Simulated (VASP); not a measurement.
# HfC (Cm) in VASP: single point with PBE

Aim: the single point of HfC with PBE.

All numbers are computed with VASP 6.6.1; they aren't measurements. Logs are shortened: lines on timing, memory, paths and dates and some standing lists are left out, and cuts for length are marked.

## Step 1: The cell of the first run

It takes space group Cm (No. 8, monoclinic). Conventional cell: a = 5.695 Å, b = 3.288 Å, c = 3.288 Å, α = 90.00°, β = 125.26°, γ = 90.00°. Hf (site symmetry m) has 3 C at 1.93 to 2.08 Å within 2.6 Å. C (site symmetry m) has 3 Hf at 1.93 to 2.08 Å within 2.6 Å.

## Step 2: Single point, PBE (atom 2 (C) moved by (-0.450, -0.450) A along [1 1 0] and z)

INCAR reads:

```
SYSTEM = HfC
ALGO = Normal
EDIFF = 1E-6
ENCUT = 520
GGA = PE
ISIF = 2
ISMEAR = 0
LASPH = .TRUE.
LCHARG = .TRUE.
LELF = .TRUE.
LREAL = .FALSE.
LVHAR = .TRUE.
LWAVE = .FALSE.
NBANDS = 14
NELM = 100
PREC = Accurate
SIGMA = 0.15
```

KPOINTS reads:

```
k-points
0
G
  18 18 18
  0 0 0
```

POSCAR reads:

```
HfC
1.0
    0.0000000000      2.3250000000      2.3250000000
    2.3250000000      0.0000000000      2.3250000000
    2.3250000000      2.3250000000      0.0000000000
Hf C
1 1
Direct
    0.5000000000      0.5000000000      0.5000000000
   -0.0967741935     -0.0967741935     -0.0400851835
```

Potentials or basis: VASP PAW PBE potentials, release 64 (Hf_pv, C).

Launch:

```bash
> cat potpaw_PBE.64/Hf_pv/POTCAR potpaw_PBE.64/C/POTCAR > POTCAR
> mpirun -np 1 vasp_std > vasp.out
```

OUTCAR:

```text
SYSTEM = HfC
   EDIFF = 1E-6
   ENCUT = 520
   GGA = PE
   ISIF = 2
   ISMEAR = 0
   LASPH = .TRUE.
   LREAL = .FALSE.
   NELM = 100
   PREC = Accurate

 ion  position               nearest neighbor table
   1  0.500  0.500  0.500-   2 1.93   2 2.08   2 2.08   2 2.70   2 2.70   2 2.81
   2  0.903  0.903  0.960-   1 1.93   1 2.08   1 2.08   1 2.70   1 2.70   1 2.81

  LATTYP: Found a face centered cubic cell.
 ALAT       =     4.6500000000

  Lattice vectors:

 A1 = (   0.0000000000,   2.3250000000,   2.3250000000)
 A2 = (   2.3250000000,   0.0000000000,   2.3250000000)
 A3 = (   2.3250000000,   2.3250000000,   0.0000000000)

Analysis of symmetry for initial positions (statically):
=====================================================================
 Subroutine PRICEL returns:
 Original cell was already a primitive cell.

 Routine SETGRP: Setting up the symmetry group for a
 face centered cubic supercell.

 Subroutine GETGRP returns: Found  2 space group operations
 (whereof  2 operations were pure point group operations)
 out of a pool of 48 trial point group operations.

The static configuration has the point symmetry C_1h.

Analysis of symmetry for dynamics (positions and initial velocities):
=====================================================================
 Subroutine PRICEL returns:
 Original cell was already a primitive cell.

 Routine SETGRP: Setting up the symmetry group for a
 face centered cubic supercell.

 Subroutine GETGRP returns: Found  2 space group operations
 (whereof  2 operations were pure point group operations)
 out of a pool of 48 trial point group operations.

The dynamic configuration has the point symmetry C_1h.

 Subroutine INISYM returns: Found  2 space group operations
 (whereof  2 operations are pure point group operations),
 and found     1 'primitive' translations

----------------------------------------------------------------------------------------

                                     Primitive cell

  volume of cell :      25.1362

  direct lattice vectors                    reciprocal lattice vectors
     0.000000000  2.325000000  2.325000000    -0.215053763  0.215053763  0.215053763
     2.325000000  0.000000000  2.325000000     0.215053763 -0.215053763  0.215053763
     2.325000000  2.325000000  0.000000000     0.215053763  0.215053763 -0.215053763

  length of vectors
     3.288046533  3.288046533  3.288046533     0.372484045  0.372484045  0.372484045

  position of ions in fractional coordinates (direct lattice)
     0.500000000  0.500000000  0.500000000
     0.903225806  0.903225806  0.959914817

  ion indices of the primitive-cell ions
   primitive index   ion index
                 1           1
                 2           2

----------------------------------------------------------------------------------------

 KPOINTS: k-points

Automatic generation of k-mesh.
 Grid dimensions read from file:
 generate k-points for:   18   18   18

 Generating k-lattice:

  Cartesian coordinates                     Fractional coordinates (reciprocal lattice)
    -0.011947431  0.011947431  0.011947431     0.055555556  0.000000000  0.000000000
     0.011947431 -0.011947431  0.011947431     0.000000000  0.055555556  0.000000000
     0.011947431  0.011947431 -0.011947431     0.000000000  0.000000000  0.055555556

  Length of vectors
     0.020693558  0.020693558  0.020693558

  Shift w.r.t. Gamma in fractional coordinates (k-lattice)
     0.000000000  0.000000000  0.000000000

 Subroutine IBZKPT returns following result:
 ===========================================

 Found   1550 irreducible k-points:

 Following reciprocal coordinates:
            Coordinates               Weight
  0.000000  0.000000  0.000000      1.000000
  0.055556  0.000000  0.000000      4.000000
  0.000000  0.000000  0.055556      2.000000
  0.055556  0.055556  0.055556      2.000000
  0.111111  0.000000  0.000000      4.000000
  0.000000  0.000000  0.111111      2.000000
[... 16 lines left out ...]
  0.444444  0.000000  0.000000      4.000000
  0.000000  0.000000  0.444444      2.000000
 [... further k-points ...]
   k-points           NKPTS =   1550   k-points in BZ     NKDIM =   1550   number of bands    NBANDS=     14
   number of dos      NEDOS =    301   number of ions     NIONS =      2
   total plane-waves  NPLWV =  13824
   dimension x,y,z NGX =    24 NGY =   24 NGZ =   24
   dimension x,y,z NGXF=    48 NGYF=   48 NGZF=   48
   ions per type =               1   1
   NGX,Y,Z   is equivalent  to a cutoff of  12.13, 12.13, 12.13 a.u.
   NGXF,Y,Z  is equivalent  to a cutoff of  24.27, 24.27, 24.27 a.u.
 SYSTEM =  HfC
   PREC   = accura    normal or accurate (medium, high low for compatibility)
   ISTART =      0    job   : 0-new  1-cont  2-samecut
   ICHARG =      2    charge: 1-file 2-atom 10-const
   ISPIN  =      1    spin polarized calculation?
   LNONCOLLINEAR =      F non collinear calculations
   LSORBIT =      F    spin-orbit coupling
   LASPH  =      T    aspherical Exc in radial PAW
   ENCUT  =  520.0 eV  38.22 Ry    6.18 a.u.   6.11  6.11  6.11*2*pi/ulx,y,z
   NELM   =    100;   NELMIN=  2; NELMDL= -5     # of ELM steps
   EDIFF  = 0.1E-05   stopping-criterion for ELM
   LREAL  =      F    real-space projection
   EDIFFG = 0.1E-04   stopping-criterion for IOM
   NSW    =      0    number of steps for IOM
   IBRION =     -1    ionic relax: 0-MD 1-quasi-New 2-CG
   NFREE  =      0    steps in history (QN), initial steepest desc. (CG)
   ISIF   =      2    stress and relaxation
   ISYM   =      2    0-nonsym 1-usesym 2-fastsym
   POTIM  = 0.5000    time-step for ionic-motion
   TEBEG  =    0.0;   TEEND  =   0.0 temperature during run
   PSTRESS=    0.0 pullay stress
   NELECT =      14.0000    total number of electrons
   NUPDOWN=      -1.0000    fix difference up-down
   EMIN   =  10.00;   EMAX   =-10.00  energy-range for DOS
   EFERMI =   0.00;   METHOD = LEGACY
   ISMEAR =     0;   SIGMA  =   0.15  broadening in eV -4-tet -1-fermi 0-gaus
   EFERMI_NEDOS =   21; number of points for ismear=-14 and -15
   IALGO  =     38    algorithm
   IMIX   =      4    mixing-type and parameters
     AMIX     =   0.40;   BMIX     =  1.00
     AMIX_MAG =   1.60;   BMIX_MAG =  1.00
  volume/ion in A,a.u.               =      12.57        84.81
  Fermi-wavevector in a.u.,A,eV,Ry     =   1.346949  2.545365 24.684672  1.814272
  Thomas-Fermi vector in A             =   2.474740
   LORBIT       =      0    0 simple, 1 ext, 2 COOP (PROOUT), +10 PAW based schemes
   GGA     = PE    functional components
   LHFCALC =     F    Hartree Fock is set to
   AEXX    =    0.0000 exact exchange contribution
   IVDW    =     0    specifies the selected vdW correction
   LEPSILON=     F    determine dielectric tensor
   LRPA    =     F    only Hartree local field effects (RPA)
 non-spin polarized calculation
 Gauss-broadening in eV      SIGMA  =   0.15
  energy-cutoff  :      520.00
  volume of cell :       25.14
 maximum number of plane-waves:       700
   NGX = 13   NGY = 13   NGZ = 13

 number of electron      14.0000000 magnetization

 Free energy of the ion-electron system (eV)
  ---------------------------------------------------
  ext. energy  EPLUGINS =         0.00000000
  ---------------------------------------------------
  free energy    TOTEN  =       -19.51435579 eV

  energy without entropy =      -19.51435579  energy(sigma->0) =      -19.51435579

 E-fermi :   6.0496     XC(G=0): -12.1423

 val. band max:        5.5326763605   @ k =   0.5000   0.5000   0.0000
 cond. band min:       6.6055551824   @ k =   0.0556  -0.3889  -0.1111
 fundamental gap:      1.0728788220
 Fermi energy:         6.0496166990

 k-point     1 :       0.0000    0.0000    0.0000
  band No.  band energies     occupation
      1     -23.5808      2.00000
      2     -23.5307      2.00000
      3     -23.4758      2.00000
      4      -6.2233      2.00000
      5       3.8283      2.00000
      6       4.0307      2.00000
      7       4.3240      2.00000
      8       7.8005      0.00000
      9       8.4901      0.00000
     10      10.8141      0.00000
     11      12.6506      0.00000
     12      13.0032      0.00000
     13      13.7627      0.00000
     14      16.7341      0.00000

 k-point     2 :       0.0556    0.0000    0.0000
  band No.  band energies     occupation
      1     -23.5910      2.00000
      2     -23.5347      2.00000
      3     -23.4913      2.00000
      4      -6.1432      2.00000
      5       3.6033      2.00000
      6       4.0735      2.00000
      7       4.4602      2.00000
      8       7.7441      0.00000
      9       8.4008      0.00000
     10      10.6151      0.00000
     11      12.7009      0.00000
     12      13.2657      0.00000
     13      14.0812      0.00000
     14      16.9641      0.00000

 k-point     3 :       0.0000    0.0000    0.0556
  band No.  band energies     occupation
      1     -23.5891      2.00000
      2     -23.5499      2.00000
      3     -23.4790      2.00000
      4      -6.1394      2.00000
      5       3.7742      2.00000
      6       3.8578      2.00000
      7       4.5216      2.00000
      8       7.7234      0.00000
      9       8.3900      0.00000
     10      10.6602      0.00000
     11      12.6692      0.00000
     12      13.2181      0.00000
     13      14.1158      0.00000
     14      16.9616      0.00000
[... 324 lines left out ...]
 k-point    23 :       0.4444    0.0000    0.0000
  band No.  band energies     occupation
      1     -24.2363      2.00000
      2     -23.6335      2.00000
      3     -23.6162      2.00000
      4      -3.0875      2.00000
      5       0.4081      2.00000
      6       3.4720      2.00000
      7       4.5636      2.00000
      8       8.2420      0.00000
      9       9.9015      0.00000
     10      11.0386      0.00000
     11      12.8857      0.00000
     12      15.4795      0.00000
     13      17.2738      0.00000
     14      19.6843      0.00000

 k-point    24 :       0.0000    0.0000    0.4444
  band No.  band energies     occupation
      1     -24.2813      2.00000
      2     -23.6546      2.00000
      3     -23.5782      2.00000
      4      -2.8289      2.00000
      5       0.2792      2.00000
      6       3.7050      2.00000
      7       4.8467      2.00000
      8       8.0319      0.00000
      9      10.0899      0.00000
     10      10.7786      0.00000
     11      12.5014      0.00000
     12      14.3752      0.00000
     13      17.2986      0.00000
     14      19.9012      0.00000

 [... further k-points ...]
[... 5 lines left out ...]
  --------------------------------------------------------------------------------------
  -------------------------------------------------------------------------------------
  Total        3.4287845      3.4287845      8.4012802     -1.1189866     -2.0444321     -2.0444301
  in kB      218.5505517    218.5505517    535.4971752    -71.3241466   -130.3120004   -130.3118693
  external PRESSURE =     324.1994262 kB  Pullay stress =       0.0000000 kB

 VOLUME and BASIS-vectors are now :
 -----------------------------------------------------------------------------
  energy-cutoff  :      520.00
  volume of cell :       25.14
      direct lattice vectors                 reciprocal lattice vectors
     0.000000000  2.325000000  2.325000000    -0.215053763  0.215053763  0.215053763
     2.325000000  0.000000000  2.325000000     0.215053763 -0.215053763  0.215053763
     2.325000000  2.325000000  0.000000000     0.215053763  0.215053763 -0.215053763

 POSITION                                       TOTAL-FORCE (eV/Angst)
 -----------------------------------------------------------------------------------
      2.32500      2.32500      2.32500        -1.643702     -1.643702     -4.852133
      4.33180      4.33180      4.20000         1.643702      1.643702      4.852133
 -----------------------------------------------------------------------------------
    total drift:                                0.000108      0.000108      0.000257

  FREE ENERGIE OF THE ION-ELECTRON SYSTEM (eV)
  ---------------------------------------------------
  free  energy   TOTEN  =       -19.5143557927 eV

  energy  without entropy=      -19.5143557925  energy(sigma->0) =      -19.51435579
```

Run time: 4 min. Hardware: 1 thread of Intel Xeon Platinum 8259CL at 2.50GHz (Skylake/Cascade Lake), shared host; peak memory 0.63 GiB.

Results:

| Item | Value |
| --- | --- |
| Free energy | -19.5144 eV |
| Pressure | 32.4 GPa |
| Largest force | 5.380 eV/Å |
| Band gap on the k mesh | 1.07 eV, indirect (least direct gap 1.21 eV) |

Forces on the atoms (eV/Å):
```
Hf  -1.644 -1.644 -4.852
C    1.644  1.644  4.852
```

Stress tensor (GPa, compression positive):
```
 21.86  -7.13 -13.03
 -7.13  21.86 -13.03
-13.03 -13.03  53.55
```

Caveat: the cell differs from its parent crystal (atom 2 (C) moved by (-0.450, -0.450) A along [1 1 0] and z); spin-orbit coupling is left out, which moves the levels of the heavy elements; forces of over 1 eV/Å act on the atoms, so gaps and moduli don't describe the material at rest.
